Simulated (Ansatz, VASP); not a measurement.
TiCo2 in VASP and in Ansatz

```
Ti Co
1.0
     0.00000    3.24427    3.24427
     3.24427    0.00000    3.24427
     3.24427    3.24427    0.00000
Ti Co
2 4
Cartesian
  3.2443 3.2443 3.2443
  4.8664 4.8664 4.8664
  0.8111 0.8111 0.8111
  0.8111 2.4332 2.4332
  2.4332 2.4332 0.8111
  2.4332 0.8111 2.4332
```

Alike in both runs: task relaxation of cell and atoms; functional LDA; k mesh 10 × 10 × 10; occupations gaussian, width 0.1 eV; no spin polarisation.

```csv
,VASP,Ansatz
version,VASP 6.6.1,Ansatz 0.2.0
potentials or method,"VASP PAW LDA potentials, release 64 (Ti_sv, Co), cutoff 600 eV","scalar-relativistic, plane waves, PAW"
valence electrons in the cell,60,92
```

Ansatz gave:

- gap on the k mesh at the Fermi level, each at its own relaxed structure (eV): none
- relaxed volume (Å³/atom): 11.38
- relaxed cell length with the largest relative difference (Å): 4.587

Question: What did VASP give for the same quantities?

Answer: gap on the k mesh at the Fermi level, each at its own relaxed structure (eV): none; relaxed volume (Å³/atom): 11.35; relaxed cell length with the largest relative difference (Å): 4.583.

LDA's correlation is that of Perdew and Zunger in VASP and of Perdew and Wang (1992) in Ansatz. A gap of «none» marks a metal or a gap that the smearing closes. VASP's potentials hold 60 valence electrons a cell and Ansatz's 92, so a difference there can come from the potentials and not from the codes.
